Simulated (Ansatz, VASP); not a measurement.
# NaCl in VASP and in Ansatz

POSCAR

```
NaCl
1.0
    0.0000000000      2.7940632177      2.7940632177
    2.7940632177      0.0000000000      2.7940632177
    2.7940632177      2.7940632177      0.0000000000
Cl Na
1 1
Direct
    0.5000000000      0.5000000000      0.5000000000
    0.0000000000      0.0000000000      0.0000000000
```

The input INCAR.step1:

```
SYSTEM = NaCl
ALGO = Normal
EDIFF = 1E-5
ENCUT = 520
GGA = PE
ISIF = 2
ISMEAR = -1
LASPH = .TRUE.
LCHARG = .FALSE.
LREAL = .FALSE.
LWAVE = .TRUE.
NBANDS = 14
NELM = 80
PREC = Accurate
SIGMA = 0.05
```

INCAR.step2

```
SYSTEM = NaCl
AEXX = 0.3
ALGO = Normal
EDIFF = 1E-6
ENCUT = 520
GGA = PE
HFSCREEN = 0.2
ISIF = 2
ISMEAR = -1
ISTART = 1
LASPH = .TRUE.
LCHARG = .FALSE.
LHFCALC = .TRUE.
LREAL = .FALSE.
LWAVE = .FALSE.
NBANDS = 14
NELM = 80
PREC = Accurate
PRECFOCK = Normal
SIGMA = 0.05
```

The input KPOINTS:

```
k-points
0
G
  4 4 4
  0 0 0
```

The input input.yaml:

```yaml
crystal:
  lattice:
    - [0.0, 2.7940632177, 2.7940632177]
    - [2.7940632177, 0.0, 2.7940632177]
    - [2.7940632177, 2.7940632177, 0.0]
  atoms:
    - { symbol: Cl, position: [0.5, 0.5, 0.5] }
    - { symbol: Na, position: [0.0, 0.0, 0.0] }
kpoints:
  mp_grid: { grid: [4, 4, 4] }
scf:
  occupations: { method: fermi_dirac, width: 0.05 }
hamiltonian:
  xc: { preset: hse06, exx: { coeff: 0.3, omega: 0.2 } }
  pseudopotentials: { kind: all_electron, datasets: crystal }
output:
  forces: true
  stress: true
```

Alike in both runs: task single point; functional PBE-based screened hybrid with a share of 0.3 of exact exchange and HFSCREEN = 0.2; k mesh 4 × 4 × 4; occupations fermi-dirac, width 0.05 eV; no spin polarisation.

|  | VASP | Ansatz |
| --- | --- | --- |
| version | VASP 6.6.1 | Ansatz 0.2.0 |
| potentials or method | VASP PAW PBE potentials, release 64 (Cl, Na_pv), cutoff 520 eV | all-electron PAW datasets made for the crystal |

```tsv
	VASP	Ansatz	Ansatz less VASP
gap on the k mesh at the Fermi level (eV)	6.90	6.91	+0.008
least direct gap on the mesh (eV)	6.90	6.91	+0.008
pressure (GPa)	0.9	0.8	-0.05
```

VASP's potentials were made for PBE, not for PBE-based screened hybrid. Ansatz ran all-electron here, and VASP with PAW potentials.

The k mesh is coarse, so the values compare programs but aren't converged.
